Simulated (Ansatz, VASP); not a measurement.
AlNi3: VASP beside Ansatz

Contents of INCAR:

```
SYSTEM = AlNi3
PREC     = Accurate       ! precision mode
ENCUT    = 520            ! plane-wave cutoff, eV
EDIFF    = 1E-7           ! SCF threshold, eV
ISMEAR   = 0              ! smearing method
SIGMA    = 0.1            ! smearing width, eV
LREAL    = .FALSE.        ! projectors in reciprocal space
LASPH    = .TRUE.         ! aspherical terms in the spheres
NELM     = 60             ! most SCF steps
ALGO     = Fast           ! electronic algorithm
ISIF     = 2              ! what is computed and relaxed
LWAVE    = .FALSE.        ! write WAVECAR
LCHARG   = .FALSE.        ! write CHGCAR
GGA      = PS             ! functional
NBANDS   = 24             ! bands
```

File KPOINTS:

```
regular mesh
0
G
  4 4 4
  0 0 0
```

File POSCAR:

```
AlNi3
1.0
    0.0091803197      2.8086990902      2.8014686452
    2.8035150590      0.0061289969      2.8045199680
    2.8105818206      2.8188171747     -0.0009377647
Al Ni
1 3
Direct
    0.5179937806      0.4754529908      0.4812022906
    0.2347094222      0.2129657574      0.2359009799
    0.0527018359     -0.0376585175      0.0301498793
    0.7728995969      0.7206613382      0.8016672262
```

Input for Ansatz:

```yaml
crystal:
  lattice:
    - [0.0091803197, 2.8086990902, 2.8014686452]
    - [2.803515059, 0.0061289969, 2.804519968]
    - [2.8105818206, 2.8188171747, -0.0009377647]
  atoms:
    - { symbol: Al, position: [0.5179937806, 0.4754529908, 0.4812022906] }
    - { symbol: Ni, position: [0.2347094222, 0.2129657574, 0.2359009799] }
    - { symbol: Ni, position: [0.0527018359, -0.0376585175, 0.0301498793] }
    - { symbol: Ni, position: [0.7728995969, 0.7206613382, 0.8016672262] }
basis:
  ecutwfc: 420
kpoints:
  mp_grid: { grid: [4, 4, 4] }
hamiltonian:
  xc: pbesol
scf:
  occupations: { method: gaussian, width: 0.1 }
output:
  forces: true
  stress: true
  eigenvalues: true
```

Change from the starting cell: kmesh displaced: [4, 4, 4] Gamma-centred.

Alike in both runs: task single point; functional PBEsol; k mesh 4 × 4 × 4; occupations gaussian, width 0.1 eV; no spin polarisation.

|  | VASP | Ansatz |
| --- | --- | --- |
| version | VASP 6.6.1 | Ansatz 0.2.0 |
| potentials or method | VASP PAW PBE potentials, release 64 (Al, Ni), cutoff 520 eV | scalar-relativistic, plane waves, PAW |
| valence electrons in the cell | 33 | 57 |

VASP gave:

```
gap on the k mesh at the Fermi level (eV)                     : none
pressure (GPa)                                                : 7.9
traceless stress, the component that is largest in VASP (GPa) : 4.41
rms of the force components (eV/Å)                            : 1.615
```

Question: Estimate Ansatz's values.

Answer: gap on the k mesh at the Fermi level (eV): none; pressure (GPa): 7.9; traceless stress, the component that is largest in VASP (GPa): 4.57; rms of the force components (eV/Å): 1.626.

VASP's potentials were made for PBE, not for PBEsol. Atom by atom the forces differ by 0.014 eV/Å (rms over components). A gap of «none» marks a metal or a gap that the smearing closes. With one functional, cell and mesh, what is left measures potentials, basis and numerics. VASP's potentials hold 33 valence electrons a cell and Ansatz's 57, so a difference there can come from the potentials and not from the codes.

The k mesh is coarse, so the values compare programs but aren't converged.
